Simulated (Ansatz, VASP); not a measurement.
## C in VASP and in Ansatz

INCAR

```
PREC = Accurate
ENCUT = 520
EDIFF = 1E-7
ISMEAR = 0
SIGMA = 0.1
LREAL = False
LASPH = True
NELM = 100
ALGO = Normal
ISIF = 2
LWAVE = False
LCHARG = False
GGA = PE
NBANDS = 26
```

The input KPOINTS:

```
regular mesh
0
Gamma
  4 8 4
```

The input POSCAR:

```
C
1.0
    3.8478814600      0.0000000000      0.0000000000
    0.0000000000      2.1313070800      0.0000000000
    0.0000000000      0.0000000000      4.2870968500
C
8
Direct
    0.3808429800      0.2315920000      0.1153740000
    0.8808429800      0.7684080000      0.3846260000
    0.6191570200      0.2315920000      0.3846260000
    0.1191570200      0.2315920000      0.6153740000
    0.1191570200      0.7684080000      0.1153740000
    0.8808429800      0.2315920000      0.8846260000
    0.3808429800      0.7684080000      0.6153740000
    0.6191570200      0.7684080000      0.8846260000
```

Input for Ansatz:

```yaml
crystal:
  lattice:
    - [3.84788146, 0.0, 0.0]
    - [0.0, 2.13130708, 0.0]
    - [0.0, 0.0, 4.28709685]
  atoms:
    - { symbol: C, position: [0.38084298, 0.231592, 0.115374] }
    - { symbol: C, position: [0.88084298, 0.768408, 0.384626] }
    - { symbol: C, position: [0.61915702, 0.231592, 0.384626] }
    - { symbol: C, position: [0.11915702, 0.231592, 0.615374] }
    - { symbol: C, position: [0.11915702, 0.768408, 0.115374] }
    - { symbol: C, position: [0.88084298, 0.231592, 0.884626] }
    - { symbol: C, position: [0.38084298, 0.768408, 0.615374] }
    - { symbol: C, position: [0.61915702, 0.768408, 0.884626] }
basis:
  ecutwfc: 420
kpoints:
  mp_grid: { grid: [4, 8, 4] }
hamiltonian:
  xc: pbe
scf:
  occupations: { method: gaussian, width: 0.1 }
  lower_state_search: "off"
output:
  forces: true
  stress: true
  eigenvalues: true
```

Alike in both runs: task single point; functional PBE; k mesh 4 × 8 × 4; occupations gaussian, width 0.1 eV; no spin polarisation.

|  | VASP | Ansatz |
| --- | --- | --- |
| version | VASP 6.6.1 | Ansatz 0.2.0 |
| potentials or method | VASP PAW PBE potentials, release 64 (C), cutoff 520 eV | scalar-relativistic, plane waves, PAW |
| valence electrons in the cell | 32 | 32 |

Ansatz gave:

* gap on the k mesh at the Fermi level (eV): none
* rms of the force components (eV/Å): 1.672

Question: Which values does VASP return?

Answer: gap on the k mesh at the Fermi level (eV): none; rms of the force components (eV/Å): 1.683.

Atom by atom the forces differ by 0.026 eV/Å (rms over components). A gap of «none» marks a metal or a gap that the smearing closes. The functional is the same, so the differences come from potentials, cutoffs and numerics.

The k mesh is coarse, so the values compare programs but aren't converged.
